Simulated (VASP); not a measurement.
## Si2Ni: single point with PBEsol+U

Si2Ni:

```
Ni Si
1.0
     0.00000    2.70300    2.70300
     2.70300    0.00000    2.70300
     2.70300    2.70300    0.00000
Ni Si
1 2
Direct
  0.00000 0.00000 0.00000
  0.75000 0.75000 0.75000
  0.25000 0.25000 0.25000
```

```yaml
Program: VASP 6.6.1
Task: single point
Functional: PBEsol
Potentials_or_basis: VASP PAW PBE potentials, release 64 (Ni, Si)
Cutoff: 520 eV
k_mesh: 9 × 9 × 9
Occupations: gaussian, width 0.02 eV
Spin: collinear spin, zero start
Starting_moments: "[0.0, 0.0, 0.0] μB"
Hubbard_terms: Ni d U = 7.0 eV
```

```yaml
Pressure: -8.2 GPa
Band_gap_on_the_k_mesh: zero (filled and empty bands overlap)
Net_moment: 0.00 μB per cell
Valence_electrons_inside_the_program's_atomic_spheres: Ni 10.14; Si 1.57
```

Levels at points of the mesh, in eV from the Fermi level:
Spin up:
```csv
k point,band 7,band 8,band 9,band 10,band 11,band 12
"(0.00, 0.00, 0.00)",-0.01,1.64,1.64,1.64,2.83,2.83
```
Spin down:
```tsv
k point	band 7	band 8	band 9	band 10	band 11	band 12
(0.00, 0.00, 0.00)	-0.01	1.64	1.64	1.64	2.83	2.83
```

Eigenvalues of the final occupation matrices:
```csv
site,spin,trace,eigenvalues
site 1 d,1,4.46,0.87 0.87 0.87 0.92 0.92
site 1 d,2,4.46,0.87 0.87 0.87 0.92 0.92
```

It took 25 s on 1 thread of AMD EPYC 9R45 96-Core Processor (Zen 5) (shared host), peak memory 0.17 GiB.

Caveat: the PAW data sets were made with another functional, which shifts forces and pressure a little; the U is typed as a test and isn't derived for this compound.
